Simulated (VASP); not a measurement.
Input of a VASP 6.6.1 run:

Contents of POSCAR:

```
ZnS
1.0
    0.0000000000      2.6945131952      2.6945131952
    2.6945131952      0.0000000000      2.6945131952
    2.6945131952      2.6945131952      0.0000000000
Zn S
1 1
Direct
    0.0000000000      0.0000000000      0.0000000000
    0.6386626347      0.6386626347      0.8613373653
```

The input INCAR.step1:

```
SYSTEM = ZnS
PREC     = Accurate       ! precision mode
ENCUT    = 520            ! plane-wave cutoff, eV
ISMEAR   = 0              ! smearing method
SIGMA    = 0.05           ! smearing width, eV
LREAL    = .FALSE.        ! projectors in reciprocal space
LASPH    = .TRUE.         ! aspherical terms in the spheres
NELM     = 100            ! most SCF steps
NBANDS   = 16             ! bands
GGA      = PE             ! functional
ALGO     = Normal         ! electronic algorithm
EDIFF    = 1E-4           ! SCF threshold, eV
LWAVE    = .TRUE.         ! write WAVECAR
LCHARG   = .FALSE.        ! write CHGCAR
```

INCAR.step2

```
SYSTEM = ZnS
PREC     = Accurate       ! precision mode
ENCUT    = 520            ! plane-wave cutoff, eV
EDIFF    = 1E-6           ! SCF threshold, eV
ISMEAR   = 0              ! smearing method
SIGMA    = 0.05           ! smearing width, eV
LREAL    = .FALSE.        ! projectors in reciprocal space
LASPH    = .TRUE.         ! aspherical terms in the spheres
NELM     = 100            ! most SCF steps
ALGO     = Normal         ! electronic algorithm
ISIF     = 2              ! what is computed and relaxed
LWAVE    = .FALSE.        ! write WAVECAR
LCHARG   = .FALSE.        ! write CHGCAR
METAGGA  = R2SCAN         ! meta-GGA
LMIXTAU  = .TRUE.       
NBANDS   = 16             ! bands
ISTART   = 1
```

Contents of KPOINTS:

```
regular mesh
0
G
  8 8 8
  0 0 0
```

Potentials or basis: VASP PAW PBE potentials, release 64 (Zn, S).

The run is started by

```bash
$ cat potpaw_PBE.64/Zn/POTCAR potpaw_PBE.64/S/POTCAR > POTCAR
$ cp INCAR.step1 INCAR
$ mpirun -np 1 vasp_std > vasp.out
$ cp INCAR.step2 INCAR
$ mpirun -np 1 vasp_std > vasp.out
```

(1) Estimate the pressure.

(2) What does it give for the largest force?

(3) Estimate the band gap on the k mesh.

Answers

(1) 11.3 GPa.

(2) 2.811 eV/Å.

(3) 2.57 eV, indirect (least direct gap 2.76 eV).

Caveat: the cell differs from its parent crystal (atom 2 (S) moved by (+0.000, -0.600) A along [1 1 0] and z); the PAW data sets were made with another functional, which shifts forces and pressure a little.
